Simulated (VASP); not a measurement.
# BeTe (rs.b): relaxation of cell and atoms with r2SCAN

BeTe (rs.b):

```xyz
2
Lattice="0.0000 2.8100 2.8100 2.8100 0.0000 2.8100 2.8100 2.8100 0.0000" Properties=species:S:1:pos:R:3 pbc="T T T"
Be    0.0000    0.0000    0.0000
Te    1.4050    1.4050    1.4050
```

- Program: VASP 6.6.1
- Task: relaxation of cell and atoms
- Functional: r2SCAN
- Potentials or basis: VASP PAW PBE potentials, release 64 (Be, Te)
- Cutoff: 660 eV
- k mesh: 8 × 8 × 8
- Occupations: gaussian, width 0.02 eV
- Spin: no spin polarisation
- Dipole correction: no
- Further INCAR settings: ALGO = Normal; EDIFF = 1e-07; IBRION = 2; EDIFFG = -0.002; NSW = 100; ISIF = 3

| Item | Value |
| --- | --- |
| Relaxed volume | 22.70 Å³/atom |
| Relaxed cell | a = 4.004 Å, b = 4.004 Å, c = 4.004 Å, α = 60.00°, β = 60.00°, γ = 60.00° |
| Space group after relaxing (to 0.05 Å) | F-43m (No. 216) |
| Energy gained by relaxing | 2.2 meV/atom |
| Ionic steps | 3 |
| Pressure after relaxing | 0.0 GPa |
| Band gap on the k mesh | 2.38 eV, indirect (least direct gap 4.03 eV) |

Step by step:
| step | energy change (eV) | largest force (eV/Å) | pressure (GPa) | volume (Å³) |
| --- | --- | --- | --- | --- |
| 1 | 0.0000 | 0.0000 | 1.42 | 44.38 |
| 2 | -0.0041 | 0.0000 | -0.33 | 45.65 |
| 3 | -0.0044 | 0.0000 | 0.00 | 45.39 |

Final structure:
```xyz
2
Lattice="0.0000 2.8313 2.8313 2.8313 0.0000 2.8313 2.8313 2.8313 0.0000" Properties=species:S:1:pos:R:3 pbc="T T T"
Be    0.0000    0.0000    0.0000
Te    1.4156    1.4156    1.4156
```

Levels at points of the mesh, in eV from the valence-band top:
| k point | band 1 | band 2 | band 3 | band 4 | band 5 | band 6 | band 7 | band 8 |
| --- | --- | --- | --- | --- | --- | --- | --- | --- |
| (0.00, 0.00, 0.00) | -12.68 | 0.00 | 0.00 | 0.00 | 4.03 | 4.03 | 4.03 | 4.38 |
| (0.50, 0.00, 0.00) | -11.28 | -5.66 | -1.14 | -1.14 | 3.51 | 5.02 | 5.02 | 8.47 |
| (0.50, 0.50, 0.00) | -10.76 | -5.25 | -2.68 | -2.68 | 2.38 | 3.01 | 10.46 | 10.46 |

It took 78 s on 1 thread of Intel(R) Xeon(R) 6975P-C (Granite Rapids), with other jobs on the host, peak memory 0.23 GiB.

Caveat: the PAW data sets were made with another functional, which shifts forces and pressure a little; spin-orbit coupling is left out, which moves the levels of the heavy elements. A k mesh can miss the band edges.
